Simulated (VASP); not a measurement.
Input of a VASP 6.6.1 run:

Contents of POSCAR:

```
SrCl2
1.0
    0.0000000000      3.2066600000      3.4855000000
    3.2066600000      0.0000000000      3.4855000000
    3.2066600000      3.2066600000      0.0000000000
Sr Cl
1 2
Direct
    0.0000000000      0.0000000000      0.0000000000
    0.2500000000      0.2500000000      0.2500000000
    0.7500000000      0.7500000000      0.7500000000
```

INCAR.step1

```
SYSTEM = SrCl2
PREC = Accurate
ENCUT = 520
ISMEAR = 0
SIGMA = 0.05
LREAL = .FALSE.
LASPH = .TRUE.
NELM = 100
NBANDS = 19
GGA = PE
ALGO = Normal
EDIFF = 1E-4
LWAVE = .TRUE.
LCHARG = .FALSE.
```

File INCAR.step2:

```
SYSTEM = SrCl2
PREC = Accurate
ENCUT = 520
EDIFF = 1E-7
ISMEAR = 0
SIGMA = 0.05
LREAL = .FALSE.
LASPH = .TRUE.
NELM = 100
ALGO = Normal
ISIF = 2
LWAVE = .FALSE.
LCHARG = .FALSE.
METAGGA = R2SCAN
LMIXTAU = .TRUE.
NBANDS = 19
ISTART = 1
```

KPOINTS

```
regular mesh
0
G
  6 6 6
  0 0 0
```

Potentials or basis: VASP PAW PBE potentials, release 64 (Sr_sv, Cl).

Command:

```bash
$ cat potpaw_PBE.64/Sr_sv/POTCAR potpaw_PBE.64/Cl/POTCAR > POTCAR
$ cp INCAR.step1 INCAR
$ mpirun -np 1 vasp_std > vasp.out
$ cp INCAR.step2 INCAR
$ mpirun -np 1 vasp_std > vasp.out
```

Estimate the pressure.

10.1 GPa.

What does it give for the band gap on the k mesh?

5.51 eV.

Stress tensor (GPa, compression positive):
```
12.05  0.00  0.00
 0.00 12.05  0.00
 0.00  0.00  6.26
```

Caveat: the cell differs from its parent crystal (strain -0.080 along x and y, +0.000 along z); the cell stands under pressure; the PAW data sets were made with another functional, which shifts forces and pressure a little. A k mesh can miss the band edges.
